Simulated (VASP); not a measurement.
The system is Te.

```
Te
1.0
     5.46208    0.00000    0.00000
    -2.73104    4.73030    0.00000
     0.00000    0.00000    3.34826
Te
3
Direct
  0.00000 0.00000 0.00000
  0.33333 0.66667 0.50000
  0.66667 0.33333 0.50000
```

This isn't the form of Te at room conditions, which is trigonal, of chains.

```yaml
Program: VASP 6.6.1
Task: relaxation of cell and atoms
Functional: revPBE
Potentials_or_basis: VASP PAW PBE potentials, release 64 (Te)
Cutoff: 500 eV
k_mesh: 7 × 7 × 9
Occupations: fermi-dirac, width 0.1 eV
Spin: no spin polarisation
```

At the start: pressure 1.1 GPa; volume 28.84 Å³/atom.

Task: Where does the relaxation end?

Result: Over 10 steps the energy falls by 4.0 meV/atom and the volume is 29.53 Å³/atom (+2.4 %); space group P6/mmm (No. 191, to 0.1 Å) before and after.

Step by step:
```
step  energy change (eV)  largest force (eV/Å)  pressure (GPa)  volume (Å³)
   1              0.0000                0.0000            1.11        86.51
   2             -0.0060                0.0000           -0.36        89.04
   3             -0.0066                0.0000           -0.02        88.42
   4             -0.0071                0.0000           -0.02        88.42
   5             -0.0089                0.0000           -0.02        88.43
   6             -0.0118                0.0000            0.06        88.44
   7             -0.0118                0.0000            0.11        88.43
   8             -0.0119                0.0000            0.08        88.43
   9             -0.0116                0.0000           -0.22        89.01
  10             -0.0119                0.0000            0.01        88.58
```

Final structure:
```yaml
crystal:
  lattice:
    - [5.57945, 0.00000, 0.00000]
    - [-2.78973, 4.83195, 0.00000]
    - [0.00000, 0.00000, 3.28568]
  atoms:
    - { symbol: Te, position: [0.00000, 0.00000, 0.00000] }
    - { symbol: Te, position: [0.33333, 0.66667, 0.50000] }
    - { symbol: Te, position: [0.66667, 0.33333, 0.50000] }
```

Caveat: the PAW data sets were made with another functional, which shifts forces and pressure a little.
